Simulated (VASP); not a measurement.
Runs of VASP 6.6.1 on Nb. The structure is that of space group P6_3/mmc (No. 194), or close to it. The cells are those of the table. This isn't the form of Nb at room conditions, which is bcc.

```tsv
task	cell	k mesh	cutoff (eV)	gap on the mesh (eV)	pressure (GPa)	relaxed volume (Å³/atom)
relaxation of cell and atoms	relaxed from a = 2.826, b = 2.826, c = 5.322 Å, angles 90.0, 90.0, 120.0°, 2 atoms	9 × 9 × 4	600	none	0.0	18.52
single point	a = 2.826, b = 2.826, c = 5.322 Å, angles 90.0, 90.0, 120.0°, 2 atoms	6 × 6 × 4	520	none	-0.2	-
single point	a = 3.049, b = 3.049, c = 4.948 Å, angles 90.0, 90.0, 120.0°, 2 atoms	6 × 6 × 4	520	none	(a)	-
single point	a = 2.860, b = 2.860, c = 5.239 Å, angles 90.0, 90.0, 120.0°, 2 atoms	24 × 24 × 10	520	none	-0.2	-
single point	a = 2.839, b = 2.839, c = 5.314 Å, angles 90.0, 90.0, 120.0°, 2 atoms	9 × 9 × 4	520	none	-0.3	-
relaxation of cell and atoms	relaxed from a = 3.049, b = 3.049, c = 4.948 Å, angles 90.0, 90.0, 120.0°, 2 atoms	6 × 6 × 4	600	none	-0.1	18.39
```

Alike in all rows: level r2SCAN; potentials or basis VASP PAW PBE potentials, release 64 (Nb_sv); no spin polarisation; smearing gaussian 0.1 eV.

Q: Estimate the missing entries.

A: (a) -10.7.

Caveats: some runs use coarse meshes; the PAW data sets were made with another functional, which shifts forces and pressure a little.

A k mesh can miss the band edges, and the runs leave out spin-orbit coupling on Nb.

A gap of «none» marks levels without a gap at the run's occupations.
